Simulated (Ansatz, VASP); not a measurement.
**S: VASP beside Ansatz**

INCAR

```
SYSTEM = S
  PREC = Accurate
  ENCUT = 520
  EDIFF = 1E-6
  ISMEAR = 0
  SIGMA = 0.1
  LREAL = .FALSE.
  LASPH = .TRUE.
  NELM = 80
  ALGO = Normal
  ISIF = 2
  LWAVE = .FALSE.
  LCHARG = .FALSE.
  GGA = PS
  NBANDS = 34
```

KPOINTS

```
Automatic mesh
0
G
  1 1 1
  0 0 0
```

The input POSCAR:

```
S
1.0
   16.8291635000      0.0000000000      0.0000000000
    0.0000000000     16.8291635000      0.0000000000
    0.0000000000      0.0000000000     20.4474322100
S
8
Direct
    0.3598691600      0.5000000000      0.4163701100
    0.4009238100      0.4009238100      0.4636298900
    0.4009238100      0.5990761900      0.4636298900
    0.5000000000      0.3598691600      0.4163701100
    0.5000000000      0.6401308400      0.4163701100
    0.5990761900      0.4009238100      0.4636298900
    0.5990761900      0.5990761900      0.4636298900
    0.6401308400      0.5000000000      0.4163701100
```

Input for Ansatz:

```yaml
crystal:
  lattice:
    - [16.8291635, 0.0, 0.0]
    - [0.0, 16.8291635, 0.0]
    - [0.0, 0.0, 20.44743221]
  atoms:
    - { symbol: S, position: [0.35986916, 0.5, 0.41637011] }
    - { symbol: S, position: [0.40092381, 0.40092381, 0.46362989] }
    - { symbol: S, position: [0.40092381, 0.59907619, 0.46362989] }
    - { symbol: S, position: [0.5, 0.35986916, 0.41637011] }
    - { symbol: S, position: [0.5, 0.64013084, 0.41637011] }
    - { symbol: S, position: [0.59907619, 0.40092381, 0.46362989] }
    - { symbol: S, position: [0.59907619, 0.59907619, 0.46362989] }
    - { symbol: S, position: [0.64013084, 0.5, 0.41637011] }
basis:
  ecutwfc: 420
kpoints:
  mp_grid: { grid: [1, 1, 1] }
hamiltonian:
  xc: pbesol
scf:
  occupations: { method: gaussian, width: 0.1 }
  lower_state_search: "off"
output:
  forces: true
  stress: true
  eigenvalues: true
```

Alike in both runs: task single point; functional PBEsol; k mesh 1 × 1 × 1; occupations gaussian, width 0.1 eV; no spin polarisation.

|  | VASP | Ansatz |
| --- | --- | --- |
| version | VASP 6.6.1 | Ansatz 0.2.0 |
| potentials or method | VASP PAW PBE potentials, release 64 (S), cutoff 520 eV | scalar-relativistic, plane waves, PAW |
| valence electrons in the cell | 48 | 48 |

```tsv
	VASP	Ansatz	Ansatz less VASP
gap on the k mesh at the Fermi level (eV)	3.42	3.37	-0.057
least direct gap on the mesh (eV)	3.42	3.37	-0.057
rms of the force components (eV/Å)	0.026	0.074	+0.0481
```

VASP's potentials were made for PBE, not for PBEsol. Atom by atom the forces differ by 0.048 eV/Å (rms over components).
